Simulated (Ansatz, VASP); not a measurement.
# One calculation of Si4Ge, two programs

```xyz
10
Lattice="2.8600 0.0000 0.0000 -1.4300 2.4769 0.0000 0.0000 0.0000 22.6059" Properties=species:S:1:pos:R:3 pbc="T T T"
Si    0.0000    1.6512   21.4756
Si    0.0000    1.6512    3.3909
Si    0.0000    1.6512    7.9121
Si    0.0000    1.6512   12.4332
Si    1.4300    0.8256    1.1303
Si    1.4300    0.8256   10.1726
Si    1.4300    0.8256   14.6938
Si    1.4300    0.8256   19.2150
Ge    0.0000    1.6512   16.9544
Ge    1.4300    0.8256    5.6515
```

Alike in both runs: task single point; functional PBE; k mesh 6 × 6 × 1; occupations gaussian, width 0.1 eV; no spin polarisation.

|  | VASP | Ansatz |
| --- | --- | --- |
| version | VASP 6.6.1 | Ansatz 0.2.0 |
| potentials or method | VASP PAW PBE potentials, release 64 (Si, Ge_d), cutoff 520 eV | scalar-relativistic, plane waves, PAW |
| valence electrons in the cell | 60 | 60 |

```tsv
	VASP	Ansatz	Ansatz less VASP
gap on the k mesh at the Fermi level (eV)	none	none	-
pressure (GPa)	-2.5	-2.5	0.00
traceless stress, the component that is largest in VASP (GPa)	-9.02	-9.02	+0.001
rms of the force components (eV/Å)	0.213	0.211	-0.0014
```

Atom by atom the forces differ by 0.001 eV/Å (rms over components). A gap of «none» marks a metal or a gap that the smearing closes. The functional is the same, so the differences come from potentials, cutoffs and numerics.

The k mesh is coarse, so the values compare programs but aren't converged.
